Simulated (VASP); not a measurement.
A run of VASP 6.6.1:

INCAR

```
PREC = Accurate ; ENCUT = 500
EDIFF = 1E-6 ; ISMEAR = -1
SIGMA = 0.05 ; LREAL = False
LASPH = True ; NELM = 120
ALGO = Normal ; ISIF = 2
LWAVE = False ; LCHARG = True
GGA = CA ; LELF = True
LVHAR = True ; NBANDS = 13
GGA_COMPAT = False
```

Contents of KPOINTS:

```
regular mesh
0
Gamma
  11 11 11
```

POSCAR

```
Pb
1.0
    0.0000000000      2.4679610000      2.4679610000
    2.4679610000      0.0000000000      2.4679610000
    2.4679610000      2.4679610000      0.0000000000
Pb
1
Direct
    0.0000000000      0.0000000000      0.0000000000
```

Potentials or basis: VASP PAW LDA potentials, release 64 (Pb_d).

Command:

```bash
$ cat potpaw_LDA.64/Pb_d/POTCAR > POTCAR
$ mpirun -np 1 vasp_std > vasp.out
```

Hardware: 1 thread of Intel(R) Xeon(R) Platinum 8259CL CPU @ 2.50GHz (Skylake/Cascade Lake), on a shared host.

Q: Estimate the wall time of this run.

A: Wall time 19 s on 1 thread of Intel(R) Xeon(R) Platinum 8259CL CPU @ 2.50GHz (Skylake/Cascade Lake), on a shared host, peak memory 0.15 GiB. Counts: scf iterations 10, k points 56.
